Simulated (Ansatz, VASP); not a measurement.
Re: VASP beside Ansatz

```
Re
1.0
    -1.57718    1.57718    1.57718
     1.57718   -1.57718    1.57718
     1.57718    1.57718   -1.57718
Re
1
Cartesian
  0.0000 0.0000 0.0000
```

Alike in both runs: task single point; functional PBE; k mesh 23 × 23 × 23; occupations fermi-dirac, width 0.1 eV; no spin polarisation.

```csv
,VASP,Ansatz
version,VASP 6.6.1,Ansatz 0.2.0
potentials or method,"VASP PAW PBE potentials, release 64 (Re), cutoff 520 eV","plane waves (420 eV) with PAW, scalar-relativistic"
valence electrons in the cell,7,15
```

Ansatz gave:

```
pressure (GPa) : -12.5
```

Q: Which values does VASP return?

A: Pressure (GPa): -13.2.

VASP's potentials hold 7 valence electrons a cell and Ansatz's 15, so a difference there can come from the potentials and not from the codes.

Neither program's run includes spin-orbit coupling.
